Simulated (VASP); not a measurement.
# Ca18Pd in VASP: single point with PBE+D3(BJ)

Aim: the single point of Ca18Pd with PBE+D3(BJ).

Program: VASP 6.6.1. These are calculated values, not measurements. Logs are shortened: lines on timing, memory, paths and dates and some standing lists are left out, and cuts for length are marked.

## 1. The cell of the first run

The cell holds a slab with vacuum, 19 atoms: a = 7.891 Å, b = 11.837 Å, c = 17.443 Å, α = 90.00°, β = 90.00°, γ = 60.00°.

## 2. Single point, PBE+D3(BJ)

Input file INCAR:

```
PREC = Accurate
ENCUT = 520
EDIFF = 1E-6
ISMEAR = -1
SIGMA = 0.1
LREAL = Auto
LASPH = T
NELM = 60
ALGO = Normal
ISIF = 2
LWAVE = F
LCHARG = F
GGA = PE
IVDW = 12
NBANDS = 110
```

Input file KPOINTS:

```
Automatic mesh
0
Gamma
  3 2 1
```

Input file POSCAR:

```
Ca18Pd
1.0
    7.8913120000      0.0000000000      0.0000000000
    5.9184840000     10.2511150000      0.0000000000
    0.0000000000      0.0000000000     17.4432290000
Ca Pd
18 1
Direct
    0.1666666504      0.1111111328      0.0573287778
    0.6666666504      0.1111111328      0.0573287778
    0.1666666748      0.4444444336      0.0573287778
    0.6666666748      0.4444444336      0.0573287778
    0.1666666260      0.7777778320      0.0573287778
    0.6666666260      0.7777778320      0.0573287778
   -0.1712279675      0.2219251272      0.2303922628
    0.3214110809      0.2220191657      0.2310288422
   -0.1488787354      0.5549525100      0.2338428854
    0.3461946362      0.5558536803      0.2320740042
   -0.1649444520      0.8851427381      0.2359934620
    0.3298405965      0.8915195079      0.2274164950
   -0.0028562859      0.0050406224      0.4042574915
    0.4935267008      0.0047814311      0.4054500460
   -0.0787596347      0.3581193851      0.4193178912
    0.4784185274      0.3227015793      0.4006272004
    0.0570677095      0.6544268599      0.4222891874
    0.5077866799      0.6884205279      0.3999557651
    0.4755490908      0.5119014858      0.4854846542
```

Potentials or basis: VASP PAW PBE potentials, release 64 (Ca_sv, Pd).

Launch:

```console
cat potpaw_PBE.64/Ca_sv/POTCAR potpaw_PBE.64/Pd/POTCAR > POTCAR
mpirun -np 1 vasp_std > vasp.out
```

OUTCAR:

```text
PREC = Accurate
   ENCUT = 520
   EDIFF = 1E-6
   ISMEAR = -1
   LREAL = Auto
   LASPH = T
   NELM = 60
   ISIF = 2
   GGA = PE
   IVDW = 12
 IVDW          = 12

 ion  position               nearest neighbor table
   1  0.167  0.111  0.057-
   2  0.667  0.111  0.057-
   3  0.167  0.444  0.057-
   4  0.667  0.444  0.057-
   5  0.167  0.778  0.057-
   6  0.667  0.778  0.057-
   7  0.829  0.222  0.230-
   8  0.321  0.222  0.231-
   9  0.851  0.555  0.234-
  10  0.346  0.556  0.232-
  11  0.835  0.885  0.236-
  12  0.330  0.892  0.227-
  13  0.997  0.005  0.404-
  14  0.494  0.005  0.405-
  15  0.921  0.358  0.419-  19 3.26
  16  0.478  0.323  0.401-  19 2.68
  17  0.057  0.654  0.422-  19 3.07
  18  0.508  0.688  0.400-  19 2.68
  19  0.476  0.512  0.485-  16 2.68  18 2.68  17 3.07  15 3.26

  LATTYP: Found a simple monoclinic cell.
 ALAT       =     7.8913120000
 B/A-ratio  =     2.2104345893
 C/A-ratio  =     1.3228756566
 COS(beta)  =    -0.1889822364

  Lattice vectors:

 A1 = (   7.8913120000,   0.0000000000,   0.0000000000)
 A2 = (   0.0000000000,   0.0000000000, -17.4432290000)
 A3 = (  -1.9728280000,  10.2511150000,   0.0000000000)

Analysis of symmetry for initial positions (statically):
=====================================================================
 Subroutine PRICEL returns:
 Original cell was already a primitive cell.

 Routine SETGRP: Setting up the symmetry group for a
 simple monoclinic supercell.

 Subroutine GETGRP returns: Found  1 space group operations
 (whereof  1 operations were pure point group operations)
 out of a pool of  4 trial point group operations.

The static configuration has the point symmetry C_1 .

Analysis of symmetry for dynamics (positions and initial velocities):
=====================================================================
 Subroutine PRICEL returns:
 Original cell was already a primitive cell.

 Routine SETGRP: Setting up the symmetry group for a
 simple monoclinic supercell.

 Subroutine GETGRP returns: Found  1 space group operations
 (whereof  1 operations were pure point group operations)
 out of a pool of  4 trial point group operations.

The dynamic configuration has the point symmetry C_1 .

 Subroutine INISYM returns: Found  1 space group operations
 (whereof  1 operations are pure point group operations),
 and found     1 'primitive' translations

----------------------------------------------------------------------------------------

                                     Primitive cell

  volume of cell :    1411.0656

  direct lattice vectors                    reciprocal lattice vectors
     7.891312000  0.000000000  0.000000000     0.126721640 -0.073162773  0.000000000
     5.918484000 10.251115000  0.000000000     0.000000000  0.097550364  0.000000000
     0.000000000  0.000000000 17.443229000     0.000000000  0.000000000  0.057328835

  length of vectors
     7.891312000 11.836968007 17.443229000     0.146325546  0.097550364  0.057328835

  position of ions in fractional coordinates (direct lattice)
     0.166666650  0.111111133  0.057328778
     0.666666650  0.111111133  0.057328778
     0.166666675  0.444444434  0.057328778
     0.666666675  0.444444434  0.057328778
     0.166666626  0.777777832  0.057328778
     0.666666626  0.777777832  0.057328778
[... 11 lines left out ...]
     0.507786680  0.688420528  0.399955765
     0.475549091  0.511901486  0.485484654

  ion indices of the primitive-cell ions
   primitive index   ion index
                 1           1
                 2           2
                 3           3
                 4           4
                 5           5
                 6           6
[... 11 lines left out ...]
                18          18
                19          19

----------------------------------------------------------------------------------------

 KPOINTS: Automatic mesh

Automatic generation of k-mesh.
 Grid dimensions read from file:
 generate k-points for:    3    2    1

 Generating k-lattice:

  Cartesian coordinates                     Fractional coordinates (reciprocal lattice)
     0.042240547 -0.024387591  0.000000000     0.333333333  0.000000000  0.000000000
     0.000000000  0.048775182  0.000000000     0.000000000  0.500000000  0.000000000
     0.000000000  0.000000000  0.057328835     0.000000000  0.000000000  1.000000000

  Length of vectors
     0.048775182  0.048775182  0.057328835

  Shift w.r.t. Gamma in fractional coordinates (k-lattice)
     0.000000000  0.000000000  0.000000000

 -----------------------------------------------------------------------------
|                                                                             |
|           W    W    AA    RRRRR   N    N  II  N    N   GGGG   !!!           |
|           W    W   A  A   R    R  NN   N  II  NN   N  G    G  !!!           |
|           W    W  A    A  R    R  N N  N  II  N N  N  G       !!!           |
|           W WW W  AAAAAA  RRRRR   N  N N  II  N  N N  G  GGG   !            |
|           WW  WW  A    A  R   R   N   NN  II  N   NN  G    G                |
|           W    W  A    A  R    R  N    N  II  N    N   GGGG   !!!           |
|                                                                             |
|     Your reciprocal lattice and k-lattice belong to different lattice       |
|     classes:                                                                |
|                                                                             |
|        The reciprocal lattice is simple monoclinic,                         |
|        whereas your k-lattice is hexagonal.                                 |
|                                                                             |
|     Results are often still useful ...                                      |
|                                                                             |
 -----------------------------------------------------------------------------

 Subroutine IBZKPT returns following result:
 ===========================================

 Found      4 irreducible k-points:

 Following reciprocal coordinates:
            Coordinates               Weight
  0.000000  0.000000  0.000000      1.000000
  0.333333  0.000000  0.000000      2.000000
  0.000000  0.500000  0.000000      1.000000
  0.333333  0.500000  0.000000      2.000000
   k-points           NKPTS =      4   k-points in BZ     NKDIM =      4   number of bands    NBANDS=    110
   number of dos      NEDOS =    301   number of ions     NIONS =     19
   total plane-waves  NPLWV = 756000
   dimension x,y,z NGX =    60 NGY =   90 NGZ =  140
   dimension x,y,z NGXF=   120 NGYF=  180 NGZF=  280
   ions per type =              18   1
   NGX,Y,Z   is equivalent  to a cutoff of  12.64, 12.64, 13.34 a.u.
   NGXF,Y,Z  is equivalent  to a cutoff of  25.28, 25.28, 26.69 a.u.
 SYSTEM =  unknown system
   PREC   = accura    normal or accurate (medium, high low for compatibility)
   ISTART =      0    job   : 0-new  1-cont  2-samecut
   ICHARG =      2    charge: 1-file 2-atom 10-const
   ISPIN  =      1    spin polarized calculation?
   LNONCOLLINEAR =      F non collinear calculations
   LSORBIT =      F    spin-orbit coupling
   LASPH  =      T    aspherical Exc in radial PAW
   ENCUT  =  520.0 eV  38.22 Ry    6.18 a.u.  14.67 22.01 32.43*2*pi/ulx,y,z
   NELM   =     60;   NELMIN=  2; NELMDL= -5     # of ELM steps
   EDIFF  = 0.1E-05   stopping-criterion for ELM
   LREAL  =      T    real-space projection
   EDIFFG = 0.1E-04   stopping-criterion for IOM
   NSW    =      0    number of steps for IOM
[... 5 lines left out ...]
   TEBEG  =    0.0;   TEEND  =   0.0 temperature during run
   PSTRESS=    0.0 pullay stress
   NELECT =     190.0000    total number of electrons
   NUPDOWN=      -1.0000    fix difference up-down
   EMIN   =  10.00;   EMAX   =-10.00  energy-range for DOS
   EFERMI =   0.00;   METHOD = LEGACY
   ISMEAR =    -1;   SIGMA  =   0.10  broadening in eV -4-tet -1-fermi 0-gaus
   EFERMI_NEDOS =   21; number of points for ismear=-14 and -15
   IALGO  =     38    algorithm
   IMIX   =      4    mixing-type and parameters
     AMIX     =   0.40;   BMIX     =  1.00
     AMIX_MAG =   1.60;   BMIX_MAG =  1.00
  volume/ion in A,a.u.               =      74.27       501.18
  Fermi-wavevector in a.u.,A,eV,Ry     =   0.839093  1.585657  9.579559  0.704078
  Thomas-Fermi vector in A             =   1.953255
   LORBIT       =      0    0 simple, 1 ext, 2 COOP (PROOUT), +10 PAW based schemes
   GGA     = PE    functional components
   LHFCALC =     F    Hartree Fock is set to
   AEXX    =    0.0000 exact exchange contribution
   IVDW    =    12    specifies the selected vdW correction
   LEPSILON=     F    determine dielectric tensor
   LRPA    =     F    only Hartree local field effects (RPA)
 non-spin polarized calculation
  energy-cutoff  :      520.00
  volume of cell :     1411.07
 maximum number of plane-waves:     38042
 NGX is ok and might be reduce to    60
   NGX = 29   NGY = 45   NGZ = 65

 number of electron     189.9999992 magnetization

 Free energy of the ion-electron system (eV)
  ---------------------------------------------------
  ext. energy  EPLUGINS =         0.00000000
  ---------------------------------------------------
  free energy    TOTEN  =       -36.03475525 eV

  energy without entropy =      -35.21545255  energy(sigma->0) =      -35.62510390

 E-fermi :  -0.0463     XC(G=0):  -5.1165

 val. band max:       -0.0467965461   @ k =   0.3333   0.5000   0.0000
 cond. band min:      -0.0373070300   @ k =   0.3333   0.5000   0.0000
 fundamental gap:      0.0094895161
 Fermi energy:        -0.0462887005

 k-point     1 :       0.0000    0.0000    0.0000
  band No.  band energies     occupation
      1     -42.5531      2.00000
      2     -42.4852      2.00000
      3     -42.4844      2.00000
      4     -42.4723      2.00000
      5     -42.4637      2.00000
      6     -42.4597      2.00000
[... 99 lines left out ...]
    106       0.5591      0.00468
    107       0.5978      0.00318

 k-point     2 :       0.3333    0.0000    0.0000
  band No.  band energies     occupation
      1     -42.5531      2.00000
      2     -42.4851      2.00000
      3     -42.4844      2.00000
      4     -42.4721      2.00000
      5     -42.4630      2.00000
      6     -42.4607      2.00000
[... 99 lines left out ...]
    106       0.6093      0.00284
    107       0.6135      0.00272

 k-point     3 :       0.0000    0.5000    0.0000
  band No.  band energies     occupation
      1     -42.5531      2.00000
      2     -42.4851      2.00000
      3     -42.4844      2.00000
      4     -42.4724      2.00000
      5     -42.4637      2.00000
      6     -42.4597      2.00000
[... 99 lines left out ...]
    106       0.5545      0.00491
    107       0.6132      0.00273

 k-point     4 :       0.3333    0.5000    0.0000
  band No.  band energies     occupation
      1     -42.5531      2.00000
      2     -42.4851      2.00000
      3     -42.4844      2.00000
      4     -42.4722      2.00000
      5     -42.4629      2.00000
      6     -42.4607      2.00000
[... 99 lines left out ...]
    106       0.6139      0.00271
    107       0.6260      0.00240
 [bands above 107 left out]

------------------------ aborting loop because EDIFF is reached ----------------------------------------

 Edisp (eV)   -3.36134

 E8    (eV) :    -1.7370

  FORCE on cell =-STRESS in cart. coord.  units (eV):
  Direction    XX          YY          ZZ          XY          YZ          ZX
  --------------------------------------------------------------------------------------
  -------------------------------------------------------------------------------------
  Total      -5.52382    -1.98120    -0.19659     2.05078     0.12210    -0.19914
  in kB      -6.27195    -2.24953    -0.22321     2.32854     0.13863    -0.22611
  external pressure =       -2.91 kB  Pullay stress =        0.00 kB

 VOLUME and BASIS-vectors are now :
 -----------------------------------------------------------------------------
  energy-cutoff  :      520.00
  volume of cell :     1411.07
      direct lattice vectors                 reciprocal lattice vectors
     7.891312000  0.000000000  0.000000000     0.126721640 -0.073162773  0.000000000
     5.918484000 10.251115000  0.000000000     0.000000000  0.097550364  0.000000000
     0.000000000  0.000000000 17.443229000     0.000000000  0.000000000  0.057328835

 POSITION                                       TOTAL-FORCE (eV/Angst)
 -----------------------------------------------------------------------------------
      1.97283      1.13901      1.00000        -0.028061      0.022179     -0.073432
      5.91848      1.13901      1.00000        -0.021607     -0.025399      0.043313
      3.94566      4.55605      1.00000         0.047822     -0.001251     -0.002370
      7.89131      4.55605      1.00000         0.064223      0.009902      0.009392
      5.91848      7.97309      1.00000        -0.046187     -0.000484     -0.015954
      9.86414      7.97309      1.00000         0.009916     -0.020656      0.021836
[... 11 lines left out ...]
      8.08151      7.05708      6.97652         0.013737      0.020762     -0.012091
      6.78239      5.24756      8.46842        -0.019015      0.016266      0.015498
 -----------------------------------------------------------------------------------
    total drift:                                0.000116      0.001328      0.001492

  FREE ENERGIE OF THE ION-ELECTRON SYSTEM (eV)
  ---------------------------------------------------
  free  energy   TOTEN  =       -39.3960945726 eV

  energy  without entropy=      -38.5767918719  energy(sigma->0) =      -38.98644322
```

It took 76 min on 1 thread of Intel Xeon 8259CL, shared host; peak memory 1.6 GiB.

What came out:

```
Free energy                : -39.3961 eV
Largest force              : 0.082 eV/Å
Dispersion energy per atom : -0.177 eV
```

Forces in eV/Å, atoms in the order of the input:
```
Ca  -0.028  0.022 -0.073
Ca  -0.022 -0.025  0.043
Ca   0.048 -0.001 -0.002
Ca   0.064  0.010  0.009
Ca  -0.046  0.000 -0.016
Ca   0.010 -0.021  0.022
Ca   0.000 -0.001  0.000
Ca  -0.002  0.000 -0.002
Ca   0.002  0.000  0.002
Ca   0.004 -0.002  0.003
Ca   0.001  0.000  0.002
Ca  -0.001 -0.001 -0.001
Ca   0.000 -0.001  0.004
Ca  -0.002  0.002  0.002
Ca  -0.010  0.000  0.005
Ca  -0.013 -0.020 -0.008
Ca   0.000  0.001  0.008
Ca   0.014  0.021 -0.012
Pd  -0.019  0.016  0.015
```

Levels at points of the mesh, in eV from the Fermi level:
| k point | band 91 | band 92 | band 93 | band 94 | band 95 | band 96 | band 97 | band 98 | band 99 | band 100 |
| --- | --- | --- | --- | --- | --- | --- | --- | --- | --- | --- |
| (0.00, 0.00, 0.00) | -0.60 | -0.45 | -0.41 | -0.11 | 0.00 | 0.03 | 0.06 | 0.18 | 0.21 | 0.29 |
| (0.00, 0.50, 0.00) | -0.70 | -0.50 | -0.49 | -0.30 | -0.01 | 0.05 | 0.07 | 0.11 | 0.17 | 0.21 |

Caveat: there is no dipole correction, which matters where the two faces differ.
